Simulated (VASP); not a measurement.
The system is W.

```
W
1.0
     0.00000    1.99362    1.99362
     1.99362    0.00000    1.99362
     1.99362    1.99362    0.00000
W
1
Direct
  0.00000 0.00000 0.00000
```

This isn't the form of W at room conditions, which is bcc.

| Property | Result |
| --- | --- |
| Program | VASP 6.6.1 |
| Task | relaxation of cell and atoms |
| Functional | r2SCAN |
| Potentials or basis | VASP PAW PBE potentials, release 64 (W_sv) |
| Cutoff | 600 eV |
| k mesh | 14 × 14 × 14 |
| Occupations | fermi-dirac, width 0.1 eV |
| Spin | no spin polarisation |

At the start: pressure 8.5 GPa; volume 15.85 Å³/atom.

**Question.** How do energy, volume and symmetry change on relaxing?

**Answer.** Over 4 steps the energy falls by 11.3 meV/atom and the volume is 16.28 Å³/atom (+2.7 %); space group Fm-3m (No. 225, to 0.1 Å) before and after.

Step by step:
| step | energy change (eV) | largest force (eV/Å) | pressure (GPa) | volume (Å³) |
| --- | --- | --- | --- | --- |
| 1 | 0.0000 | 0.0000 | 8.52 | 15.85 |
| 2 | 0.1113 | 0.0000 | -23.02 | 17.86 |
| 3 | -0.0113 | 0.0000 | -0.32 | 16.30 |
| 4 | -0.0113 | 0.0000 | -0.01 | 16.28 |

Final structure:
```
W
1.0
     0.00000    2.01171    2.01171
     2.01171    0.00000    2.01171
     2.01171    2.01171    0.00000
W
1
Direct
  0.00000 0.00000 0.00000
```

Caveat: the PAW data sets were made with another functional, which shifts forces and pressure a little.
